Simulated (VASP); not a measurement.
Input of a VASP 6.6.1 run:

Contents of INCAR:

```
SYSTEM = NiO
  PREC = Accurate
  ENCUT = 520
  EDIFF = 1E-6
  ISMEAR = 0
  SIGMA = 0.1
  LREAL = .False.
  LASPH = .True.
  NELM = 150
  ALGO = Normal
  ISIF = 2
  LWAVE = .False.
  LCHARG = .False.
  ISPIN = 2
  MAGMOM = 2 0
  LORBIT = 11
  LMAXMIX = 4
  GGA = PE
  NBANDS = 19
```

The input KPOINTS:

```
regular mesh
0
Gamma
  8 8 8
  0 0 0
```

POSCAR

```
NiO
1.0
    0.0000000000      2.1089117759      2.1089117759
    2.1089117759      0.0000000000      2.1089117759
    2.1089117759      2.1089117759      0.0000000000
Ni O
1 1
Direct
    0.0000000000      0.0000000000      0.0000000000
    0.5000000000      0.5000000000      0.5000000000
```

Potentials or basis: VASP PAW PBE potentials, release 64 (Ni, O).

Launch:

```console
$ cat potpaw_PBE.64/Ni/POTCAR potpaw_PBE.64/O/POTCAR > POTCAR
$ mpirun -np 1 vasp_std > vasp.out
```

What does it give for the net moment?

1.84 μB per cell.

Estimate the site moments.

Ni +1.50; O +0.29 μB.

Caveat: a cell with one magnetic atom can't hold antiferromagnetic order, which such compounds often take; semilocal functionals often make such compounds metallic where correlation or magnetic order opens a gap, which also shifts bond lengths.

**What was measured.**

From “Local correlations, non-local screening, multiplets, and band formation in NiO”, 2012, arxiv:1210.6675, for a bulk crystal of NiO: band gap 4.3 eV.

A measured gap of NiO is 4.3 eV (quoted in “Local correlations, non-local screening, multiplets, and band formation in NiO”, 2012, arxiv:1210.6675); the calculated 0.00 eV misses it by -4.30 eV. So large a miss can be the level of theory's own, or it may mean another phase, state or a wrong row. The value is that of PBE on a finite k mesh, which can miss the band edges, without temperature or zero-point motion. Semilocal functionals fall short of measured gaps as a rule. The run's magnetic order (collinear spin, ferromagnetic start) needn't be the measured crystal's.
